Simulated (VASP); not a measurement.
# LiC18 in VASP: a series of runs

LiC18 is run at these levels: PBE; tasks: single point.

Everything below comes from runs of VASP 6.6.1. Logs are shortened: lines on timing, memory, paths and dates and some standing lists are left out, and cuts for length are marked.

## (1) The cell of the first run

The cell holds a slab with vacuum, 19 atoms: a = 7.398 Å, b = 7.398 Å, c = 13.000 Å, α = 90.00°, β = 90.00°, γ = 120.00°.

## (2) Single point, PBE, collinear spin, zero start

Input file INCAR:

```
ALGO = Normal
EDIFF = 1E-7
ENCUT = 520
GGA = PE
ISIF = 2
ISMEAR = 0
ISPIN = 2
LASPH = T
LCHARG = T
LELF = T
LORBIT = 11
LREAL = Auto
LVHAR = T
LWAVE = F
MAGMOM = 0 0 0 0 0 0 0 0 0 0 0 0 0 0 0 0 0 0 0
NBANDS = 56
NELM = 150
PREC = Accurate
SIGMA = 0.05
```

Input file KPOINTS:

```
k-points
0
Gamma
  2 2 1
```

Input file POSCAR:

```
LiC18
1.0
    7.3980000000      0.0000000000      0.0000000000
   -3.6990000000      6.4068560000      0.0000000000
    0.0000000000      0.0000000000     13.0000000000
C Li
18 1
Direct
   -0.0073368582     -0.0046937219      0.0723288462
    0.2155918964      0.1074492700      0.0778162308
   -0.0070713380      0.3301190163      0.0778030000
    0.2156647300      0.4414205657      0.0795523846
   -0.0068434443      0.6628889427      0.0785277692
    0.2152919638      0.7741800346      0.0786115385
    0.3265386248     -0.0039151809      0.0789610769
    0.5483587552      0.1076847989      0.0785154615
    0.3269033267      0.3301867562      0.0795396154
    0.5488386413      0.4409354604      0.0793292308
    0.3264120064      0.6633587519      0.0793296923
    0.5482155142      0.7738297848      0.0777804615
    0.6584574526     -0.0041583579      0.0762667692
    0.8807770774      0.1071848657      0.0722490769
    0.6596554036      0.3298141866      0.0785951538
    0.8815585845      0.4410709403      0.0789510000
    0.6593124674      0.6627384789      0.0777676923
    0.8813248583      0.7729881864      0.0762823846
    0.9934744183      1.1079737082      0.2171775385
```

Potentials or basis: VASP PAW PBE potentials, release 64 (C, Li_sv).

Launch:

```sh
$ cat potpaw_PBE.64/C/POTCAR potpaw_PBE.64/Li_sv/POTCAR > POTCAR
$ mpirun -np 1 vasp_std > vasp.out
```

OUTCAR:

```text
EDIFF = 1E-7
   ENCUT = 520
   GGA = PE
   ISIF = 2
   ISMEAR = 0
   ISPIN = 2
   LASPH = T
   LORBIT = 11
   LREAL = Auto
   NELM = 150
   PREC = Accurate

 ion  position               nearest neighbor table
   1  0.993  0.995  0.072-  18 1.43   2 1.43  14 1.43  19 2.06
   2  0.216  0.107  0.078-   7 1.42   9 1.43   1 1.43
   3  0.993  0.330  0.078-  16 1.42   4 1.43  14 1.43
   4  0.216  0.441  0.080-  11 1.42   9 1.43   3 1.43
   5  0.993  0.663  0.079-  16 1.42  18 1.42   6 1.42
   6  0.215  0.774  0.079-   7 1.42  11 1.42   5 1.42
   7  0.327  0.996  0.079-   8 1.42   6 1.42   2 1.42
   8  0.548  0.108  0.079-   7 1.42  13 1.42  15 1.42
   9  0.327  0.330  0.080-  10 1.42   4 1.43   2 1.43
  10  0.549  0.441  0.079-  17 1.42   9 1.42  15 1.42
  11  0.326  0.663  0.079-  12 1.42   4 1.42   6 1.42
  12  0.548  0.774  0.078-  11 1.42  13 1.42  17 1.42
  13  0.658  0.996  0.076-   8 1.42  12 1.42  14 1.43
  14  0.881  0.107  0.072-  13 1.43   3 1.43   1 1.43  19 2.06
  15  0.660  0.330  0.079-  16 1.42  10 1.42   8 1.42
  16  0.882  0.441  0.079-   5 1.42  15 1.42   3 1.42
  17  0.659  0.663  0.078-  10 1.42  18 1.42  12 1.42
  18  0.881  0.773  0.076-   5 1.42  17 1.42   1 1.43
  19  0.993  0.108  0.217-   1 2.06  14 2.06

  LATTYP: Found a hexagonal cell.
 ALAT       =     7.3980000000
 C/A-ratio  =     1.7572316842

  Lattice vectors:

 A1 = (   7.3980000000,   0.0000000000,   0.0000000000)
 A2 = (  -3.6990000000,   6.4068560000,   0.0000000000)
 A3 = (   0.0000000000,   0.0000000000,  13.0000000000)

Analysis of symmetry for initial positions (statically):
=====================================================================
 Subroutine PRICEL returns:
 Original cell was already a primitive cell.

 Routine SETGRP: Setting up the symmetry group for a
 hexagonal supercell.

 Subroutine GETGRP returns: Found  1 space group operations
 (whereof  1 operations were pure point group operations)
 out of a pool of 24 trial point group operations.

The static configuration has the point symmetry C_1 .

Analysis of symmetry for dynamics (positions and initial velocities):
=====================================================================
 Subroutine PRICEL returns:
 Original cell was already a primitive cell.

 Routine SETGRP: Setting up the symmetry group for a
 hexagonal supercell.

 Subroutine GETGRP returns: Found  1 space group operations
 (whereof  1 operations were pure point group operations)
 out of a pool of 24 trial point group operations.

The dynamic configuration has the point symmetry C_1 .

Analysis of structural, dynamic, and magnetic symmetry:
=====================================================================
 Subroutine PRICEL returns:
 Original cell was already a primitive cell.

 Routine SETGRP: Setting up the symmetry group for a
 hexagonal supercell.

 Subroutine GETGRP returns: Found  1 space group operations
 (whereof  1 operations were pure point group operations)
 out of a pool of 24 trial point group operations.

The overall configuration has the point symmetry C_1 .

 Subroutine INISYM returns: Found  1 space group operations
 (whereof  1 operations are pure point group operations),
 and found     1 'primitive' translations

----------------------------------------------------------------------------------------

                                     Primitive cell

  volume of cell :     616.1730

  direct lattice vectors                    reciprocal lattice vectors
     7.398000000  0.000000000  0.000000000     0.135171668  0.078041398  0.000000000
    -3.699000000  6.406856000  0.000000000     0.000000000  0.156082796  0.000000000
     0.000000000  0.000000000 13.000000000     0.000000000  0.000000000  0.076923077

  length of vectors
     7.398000000  7.398000054 13.000000000     0.156082797  0.156082796  0.076923077

  position of ions in fractional coordinates (direct lattice)
     0.992663142  0.995306278  0.072328846
     0.215591896  0.107449270  0.077816231
     0.992928662  0.330119016  0.077803000
     0.215664730  0.441420566  0.079552385
     0.993156556  0.662888943  0.078527769
     0.215291964  0.774180035  0.078611538
[... 72 lines left out ...]
   dimension x,y,z NGXF=   112 NGYF=  112 NGZF=  196
   ions per type =              18   1
   NGX,Y,Z   is equivalent  to a cutoff of  12.58, 12.58, 12.53 a.u.
   NGXF,Y,Z  is equivalent  to a cutoff of  25.17, 25.17, 25.06 a.u.
 SYSTEM =  unknown system
   PREC   = accura    normal or accurate (medium, high low for compatibility)
   ISTART =      0    job   : 0-new  1-cont  2-samecut
   ICHARG =      2    charge: 1-file 2-atom 10-const
   ISPIN  =      2    spin polarized calculation?
   LNONCOLLINEAR =      F non collinear calculations
   LSORBIT =      F    spin-orbit coupling
   LASPH  =      T    aspherical Exc in radial PAW
   ENCUT  =  520.0 eV  38.22 Ry    6.18 a.u.  13.76 13.76 24.17*2*pi/ulx,y,z
   NELM   =    150;   NELMIN=  2; NELMDL= -5     # of ELM steps
   EDIFF  = 0.1E-06   stopping-criterion for ELM
   LREAL  =      T    real-space projection
   EDIFFG = 0.1E-05   stopping-criterion for IOM
   NSW    =      0    number of steps for IOM
   IBRION =     -1    ionic relax: 0-MD 1-quasi-New 2-CG
   NFREE  =      0    steps in history (QN), initial steepest desc. (CG)
   ISIF   =      2    stress and relaxation
   ISYM   =      2    0-nonsym 1-usesym 2-fastsym
   POTIM  = 0.5000    time-step for ionic-motion
   TEBEG  =    0.0;   TEEND  =   0.0 temperature during run
   PSTRESS=    0.0 pullay stress
   NELECT =      75.0000    total number of electrons
   NUPDOWN=      -1.0000    fix difference up-down
   EMIN   =  10.00;   EMAX   =-10.00  energy-range for DOS
   EFERMI =   0.00;   METHOD = LEGACY
   ISMEAR =     0;   SIGMA  =   0.05  broadening in eV -4-tet -1-fermi 0-gaus
   EFERMI_NEDOS =   21; number of points for ismear=-14 and -15
   IALGO  =     38    algorithm
   IMIX   =      4    mixing-type and parameters
     AMIX     =   0.40;   BMIX     =  1.00
     AMIX_MAG =   1.60;   BMIX_MAG =  1.00
  volume/ion in A,a.u.               =      32.43       218.85
  Fermi-wavevector in a.u.,A,eV,Ry     =   0.811324  1.533180  8.955991  0.658247
  Thomas-Fermi vector in A             =   1.920663
   LORBIT       =     11    0 simple, 1 ext, 2 COOP (PROOUT), +10 PAW based schemes
   GGA     = PE    functional components
   LHFCALC =     F    Hartree Fock is set to
   AEXX    =    0.0000 exact exchange contribution
   IVDW    =     0    specifies the selected vdW correction
   LEPSILON=     F    determine dielectric tensor
   LRPA    =     F    only Hartree local field effects (RPA)
 spin polarized calculation
 Gauss-broadening in eV      SIGMA  =   0.05
  energy-cutoff  :      520.00
  volume of cell :      616.17
 maximum number of plane-waves:     16651
 NGX is ok and might be reduce to    56
   NGX = 27   NGY = 27   NGZ = 49

 number of electron      75.0000005 magnetization      -0.0000000

 number of electron      75.0000005 magnetization       0.0000000

 Free energy of the ion-electron system (eV)
  ---------------------------------------------------
  ext. energy  EPLUGINS =         0.00000000
  ---------------------------------------------------
  free energy    TOTEN  =      -167.44755679 eV

  energy without entropy =     -167.44755679  energy(sigma->0) =     -167.44755679

 E-fermi :  -0.5358     XC(G=0):  -3.4739

 val. band max:       -0.9056714614   @ k =   0.0000   0.0000   0.0000
 cond. band min:       0.2720908891   @ k =   0.0000   0.0000   0.0000
 fundamental gap:      1.1777623505
 Fermi energy:        -0.5358268467

 spin component 1

 k-point     1 :       0.0000    0.0000    0.0000
  band No.  band energies     occupation
      1     -49.7821      1.00000
      2     -20.3811      1.00000
      3     -17.9522      1.00000
      4     -17.8266      1.00000
      5     -17.8123      1.00000
      6     -17.7107      1.00000
[... 197 lines left out ...]
     48       3.5151      0.00000
     49       3.6685      0.00000
 Fermi energy:        -0.5358268467

 spin component 2

 k-point     1 :       0.0000    0.0000    0.0000
  band No.  band energies     occupation
      1     -49.7821      1.00000
      2     -20.3811      1.00000
      3     -17.9522      1.00000
      4     -17.8266      1.00000
      5     -17.8123      1.00000
      6     -17.7107      1.00000
[... 197 lines left out ...]
     48       3.5151      0.00000
     49       3.6685      0.00000
 [bands above 49 left out]

------------------------ aborting loop because EDIFF is reached ----------------------------------------

  FORCE on cell =-STRESS in cart. coord.  units (eV):
  Direction    XX          YY          ZZ          XY          YZ          ZX
  --------------------------------------------------------------------------------------
  -------------------------------------------------------------------------------------
  Total        5.4459696      5.4145800     -0.2327665     -0.0242668      0.5468474      0.3073222
  in kB       14.1606487     14.0790293     -0.6052410     -0.0630987      1.4219165      0.7991014
  external PRESSURE =       9.2114790 kB  Pullay stress =       0.0000000 kB

 VOLUME and BASIS-vectors are now :
 -----------------------------------------------------------------------------
  energy-cutoff  :      520.00
  volume of cell :      616.17
      direct lattice vectors                 reciprocal lattice vectors
     7.398000000  0.000000000  0.000000000     0.135171668  0.078041398  0.000000000
    -3.699000000  6.406856000  0.000000000     0.000000000  0.156082796  0.000000000
     0.000000000  0.000000000 13.000000000     0.000000000  0.000000000  0.076923077

 POSITION                                       TOTAL-FORCE (eV/Angst)
 -----------------------------------------------------------------------------------
      3.66208      6.37678      0.94028        -0.012700     -0.024019     -0.024746
      1.19749      0.68841      1.01161        -0.000895     -0.021297      0.012926
      6.12458      2.11503      1.01144        -0.022454     -0.014454      0.009642
     -0.03733      2.82812      1.03418        -0.013725     -0.017896      0.006425
      4.89535      4.24703      1.02086        -0.010377     -0.020667     -0.002647
     -1.27096      4.96006      1.02195        -0.012104     -0.017477      0.001800
[... 11 lines left out ...]
      3.66076      4.95242      0.99167        -0.015139     -0.021212     -0.002706
      6.95033      0.69177      2.82331         0.171574      0.300191      0.006090
 -----------------------------------------------------------------------------------
    total drift:                                0.000853      0.002507     -0.035110

  FREE ENERGIE OF THE ION-ELECTRON SYSTEM (eV)
  ---------------------------------------------------
  free  energy   TOTEN  =      -167.4475567909 eV

  energy  without entropy=     -167.4475567909  energy(sigma->0) =     -167.44755679

 total charge

# of ion       s       p       d       tot
------------------------------------------
    1        0.858   1.807   0.000   2.665
    2        0.859   1.794   0.000   2.652
    3        0.859   1.794   0.000   2.652
    4        0.860   1.793   0.000   2.653
    5        0.861   1.798   0.000   2.658
    6        0.861   1.794   0.000   2.656
[... 11 lines left out ...]
   18        0.860   1.796   0.000   2.656
   19        2.006   0.046   0.000   2.052
--------------------------------------------------
tot         17.488  32.396   0.000  49.884

 magnetization (x)

# of ion       s       p       d       tot
------------------------------------------
    1        0.000  -0.000   0.000   0.000
    2       -0.000  -0.000   0.000  -0.000
    3       -0.000   0.000   0.000   0.000
    4       -0.000  -0.000   0.000  -0.000
    5       -0.000   0.000   0.000   0.000
    6       -0.000  -0.000   0.000  -0.000
[... 11 lines left out ...]
   18       -0.000  -0.000   0.000  -0.000
   19        0.000  -0.000   0.000   0.000
--------------------------------------------------
tot         -0.000   0.000   0.000   0.000
```

It took 16 min on 1 thread of Intel Xeon Platinum 8488C (Sapphire Rapids), shared host; peak memory 0.92 GiB.

What came out:

- Free energy: -167.4476 eV
- Largest force: 0.346 eV/Å
- Net moment: 0.00 μB per cell
- Valence electrons inside the program's atomic spheres: C 2.67, 2.65, 2.66 (each value once); Li 2.05

Forces in eV/Å, atoms in the order of the input:
```
C   -0.013 -0.024 -0.025
C   -0.001 -0.021  0.013
C   -0.022 -0.014  0.010
C   -0.014 -0.018  0.006
C   -0.010 -0.021 -0.003
C   -0.012 -0.017  0.002
C   -0.010 -0.018  0.002
C   -0.008 -0.012 -0.002
C   -0.008 -0.018  0.014
C   -0.005 -0.018  0.002
C   -0.011 -0.014  0.005
C   -0.008 -0.012 -0.006
C   -0.013 -0.012 -0.006
C   -0.013 -0.016 -0.006
C   -0.004 -0.010 -0.004
C   -0.006 -0.015  0.002
C    0.001 -0.018 -0.007
C   -0.015 -0.021 -0.003
Li   0.172  0.300  0.006
```

Levels at points of the mesh, in eV from the Fermi level:
Spin up:
| k point | band 35 | band 36 | band 37 | band 38 | band 39 | band 40 |
| --- | --- | --- | --- | --- | --- | --- |
| (0.00, 0.00, 0.00) | -3.29 | -0.53 | -0.50 | -0.38 | -0.37 | 0.81 |
| (0.50, 0.00, 0.00) | -3.03 | -3.01 | -2.71 | 1.11 | 1.14 | 1.88 |
| (0.00, 0.50, 0.00) | -3.03 | -3.01 | -2.71 | 1.11 | 1.14 | 1.88 |
| (0.50, 0.50, 0.00) | -3.07 | -2.99 | -2.72 | 1.03 | 1.31 | 1.88 |
Spin down:
```
           k point  band 35  band 36  band 37  band 38  band 39  band 40
(0.00, 0.00, 0.00)    -3.29    -0.53    -0.50    -0.38    -0.37     0.81
(0.50, 0.00, 0.00)    -3.03    -3.01    -2.71     1.11     1.14     1.88
(0.00, 0.50, 0.00)    -3.03    -3.01    -2.71     1.11     1.14     1.88
(0.50, 0.50, 0.00)    -3.07    -2.99    -2.72     1.03     1.31     1.88
```

Caveat: the k points lie up to 0.49 Å⁻¹ apart; the cutoff is under 1.25 times the usual one of these potentials, so pressure, stress and relaxed cells hold a basis-set (Pulay) error; there is no dipole correction, which matters where the two faces differ; no moment was typed at the start, so none could form.

## (3) Single point, PBE, collinear spin, zero start

Input file INCAR:

```
SYSTEM = LiC18
ALGO = Normal
EDIFF = 1E-6
ENCUT = 520
GGA = PE
ISIF = 2
ISMEAR = 0
ISPIN = 2
LASPH = .TRUE.
LCHARG = .FALSE.
LORBIT = 11
LREAL = Auto
LWAVE = .FALSE.
MAGMOM = 0 0 0 0 0 0 0 0 0 0 0 0 0 0 0 0 0 0 0
NBANDS = 56
NELM = 150
PREC = Accurate
SIGMA = 0.05
```

Input file KPOINTS:

```
k-points
0
G
  2 2 1
  0 0 0
```

Input file POSCAR:

```
LiC18
1.0
    7.3980000000      0.0000000000      0.0000000000
   -3.6990000000      6.4068560000      0.0000000000
    0.0000000000      0.0000000000     13.0000000000
C Li
18 1
Direct
   -0.0076830401     -0.0049662424      0.0739513077
    0.2155667523      0.1071062000      0.0780689231
   -0.0074182547      0.3300948234      0.0780696154
    0.2156006899      0.4415471489      0.0802271538
   -0.0068315400      0.6630262956      0.0783546154
    0.2153625888      0.7742304494      0.0786948462
    0.3267338170     -0.0039595084      0.0788560000
    0.5484963380      0.1076955686      0.0783487692
    0.3270239916      0.3301255717      0.0802216923
    0.5491410748      0.4411531959      0.0796890769
    0.3266281039      0.6636668594      0.0796914615
    0.5483880567      0.7740153673      0.0778728462
    0.6583894466     -0.0041837994      0.0764751538
    0.8805055153      0.1068417957      0.0739328462
    0.6597034375      0.3298875455      0.0786878462
    0.8815134827      0.4412643268      0.0788584615
    0.6594915828      0.6629142281      0.0778663846
    0.8812940917      0.7729193539      0.0764730769
    1.0487729616      1.1632323249      0.2110447692
```

Potentials or basis: VASP PAW PBE potentials, release 64 (C, Li_sv).

Launch:

```sh
$ cat potpaw_PBE.64/C/POTCAR potpaw_PBE.64/Li_sv/POTCAR > POTCAR
$ mpirun -np 1 vasp_std > vasp.out
```

It took 13 min on 1 thread of Intel Xeon Platinum 8488C (Sapphire Rapids), shared host; peak memory 0.91 GiB.

The run converged. Its results:

```yaml
Free_energy: -167.6245 eV
Largest_force: 0.435 eV/Å
Net_moment: 0.00 μB per cell
Valence_electrons_inside_the_program's_atomic_spheres: C 2.66, 2.65 (each value once); Li 2.06
```

Forces in eV/Å, atoms in the order of the input:
```
C   -0.012 -0.027  0.015
C   -0.003 -0.025  0.001
C   -0.027 -0.018  0.003
C   -0.021 -0.022  0.008
C   -0.016 -0.025 -0.003
C   -0.015 -0.022  0.000
C   -0.012 -0.023 -0.002
C   -0.009 -0.015 -0.003
C   -0.012 -0.022  0.012
C   -0.006 -0.020  0.005
C   -0.014 -0.018  0.006
C   -0.009 -0.019  0.002
C   -0.010 -0.015  0.003
C   -0.014 -0.023  0.021
C   -0.005 -0.018 -0.003
C   -0.010 -0.019 -0.005
C   -0.003 -0.021 -0.001
C   -0.016 -0.022  0.006
Li   0.213  0.373 -0.065
```

Levels at points of the mesh, in eV from the Fermi level:
Spin up:
| k point | band 33 | band 34 | band 35 | band 36 | band 37 | band 38 | band 39 | band 40 | band 41 | band 42 |
| --- | --- | --- | --- | --- | --- | --- | --- | --- | --- | --- |
| (0.00, 0.00, 0.00) | -4.84 | -3.25 | -3.25 | -0.48 | -0.47 | -0.34 | -0.34 | 1.07 | 3.05 | 3.49 |
| (0.50, 0.00, 0.00) | -3.29 | -3.15 | -2.96 | -2.96 | -2.66 | 1.22 | 1.46 | 2.00 | 2.09 | 2.15 |
| (0.00, 0.50, 0.00) | -3.29 | -3.15 | -2.96 | -2.96 | -2.66 | 1.22 | 1.46 | 2.00 | 2.09 | 2.15 |
| (0.50, 0.50, 0.00) | -3.30 | -3.14 | -2.98 | -2.95 | -2.66 | 1.22 | 1.48 | 1.99 | 2.05 | 2.16 |
Spin down:
```csv
k point,band 34,band 35,band 36,band 37,band 38,band 39,band 40,band 41
"(0.00, 0.00, 0.00)",-3.25,-3.25,-0.48,-0.47,-0.34,-0.34,1.07,3.05
"(0.50, 0.00, 0.00)",-3.15,-2.96,-2.96,-2.66,1.22,1.46,2.00,2.09
"(0.00, 0.50, 0.00)",-3.15,-2.96,-2.96,-2.66,1.22,1.46,2.00,2.09
"(0.50, 0.50, 0.00)",-3.14,-2.98,-2.95,-2.66,1.22,1.48,1.99,2.05
```

Caveat: the k points lie up to 0.49 Å⁻¹ apart; the cutoff is under 1.25 times the usual one of these potentials, so pressure, stress and relaxed cells hold a basis-set (Pulay) error; there is no dipole correction, which matters where the two faces differ; no moment was typed at the start, so none could form.
